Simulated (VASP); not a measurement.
Wanted: the native input for a VASP 6.6.1 run.

| Item | Value |
| --- | --- |
| Task | single point |
| Functional | LDA |
| Potentials or basis | VASP PAW LDA potentials, release 64 (Ni, O) |
| Cutoff | 520 eV |
| k mesh | 8 × 8 × 8 |
| Occupations | gaussian, width 0.05 eV |
| Spin | collinear spin, ferromagnetic start |
| Starting moments | [1.69, 0.24] μB |
| Hubbard terms | Ni d U = 6.0 eV, J = 0.9 eV |
| Dipole correction | no |
| LDAUTYPE | 1 |
| Hund's J | 0.9 |
| Further INCAR settings | ALGO = Normal; EDIFF = 1e-07; NBANDS = 19 |

The structure of NiO lies in POSCAR:

```
NiO
1.0
    0.0000000000      2.0913095100      2.0913095100
    2.0913095100      0.0000000000      2.0913095100
    2.0913095100      2.0913095100      0.0000000000
Ni O
1 1
Direct
    0.0000000000      0.0000000000      0.0000000000
    0.5000000000      0.5000000000      0.5000000000
```

These files were run (other wordings do the same):

INCAR

```
PREC = Accurate ; ENCUT = 520
EDIFF = 1E-7 ; ISMEAR = 0
SIGMA = 0.05 ; LREAL = False
LASPH = True ; NELM = 150
ALGO = Normal ; ISIF = 2
LWAVE = False ; LCHARG = False
ISPIN = 2 ; MAGMOM = 1.69 0.24
LORBIT = 11 ; LMAXMIX = 4
LDAU = True ; LDAUTYPE = 1
LDAUL = 2 -1 ; LDAUU = 6 0
LDAUJ = 0.9 0 ; LDAUPRINT = 1
GGA = CA ; NBANDS = 19
```

KPOINTS

```
regular mesh
0
Gamma
  8 8 8
```

Potentials or basis: VASP PAW LDA potentials, release 64 (Ni, O).

Launch:

```sh
$ cat potpaw_LDA.64/Ni/POTCAR potpaw_LDA.64/O/POTCAR > POTCAR
$ mpirun -np 1 vasp_std > vasp.out
```

It gave:

```
Pressure                                              : -15.6 GPa
Band gap on the k mesh                                : 1.71 eV, indirect (least direct gap 2.63 eV)
Net moment                                            : 2.00 μB per cell
Site moments                                          : Ni +1.77; O +0.21 μB
Valence electrons inside the program's atomic spheres : Ni 9.02; O 4.98
```

Caveat: a cell with one magnetic atom can't hold antiferromagnetic order, which such compounds often take.

It took 13 s on 1 thread of Intel Xeon 6975P-C, with other jobs on the host, peak memory 0.14 GiB.
